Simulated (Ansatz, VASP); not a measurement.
# SiGe: VASP beside Ansatz

```
Si Ge
1.0
     4.00206    0.00000    0.00000
    -2.00103    3.46589    0.00000
     0.00000    0.00000    6.12824
Si Ge
2 2
Direct
  0.66667 0.33333 0.87461
  0.33333 0.66667 0.37461
  0.66667 0.33333 0.50039
  0.33333 0.66667 0.00039
```

Change from the starting cell: strain +0.025 along x and y, -0.050 along z, atoms carried along.

Alike in both runs: task single point; functional r2SCAN; k mesh 12 × 12 × 4; occupations gaussian, width 0.05 eV; no spin polarisation.

|  | VASP | Ansatz |
| --- | --- | --- |
| version | VASP 6.6.1 | Ansatz 0.2.0 |
| potentials or method | VASP PAW PBE potentials, release 64 (Si, Ge_d), cutoff 520 eV | scalar-relativistic, plane waves, PAW |
| valence electrons in the cell | 36 | 36 |

|  | VASP | Ansatz | Ansatz less VASP |
| --- | --- | --- | --- |
| gap on the k mesh at the Fermi level (eV) | none | none | - |
| pressure (GPa) | 1.1 | 1.1 | +0.05 |
| traceless stress, the component that is largest in VASP (GPa) | 12.24 | 12.24 | -0.006 |
| rms of the force components (eV/Å) | 0.540 | 0.539 | -0.0004 |

VASP's potentials were made for PBE, not for r2SCAN. Atom by atom the forces differ by 0.000 eV/Å (rms over components). A gap of «none» marks a metal or a gap that the smearing closes.
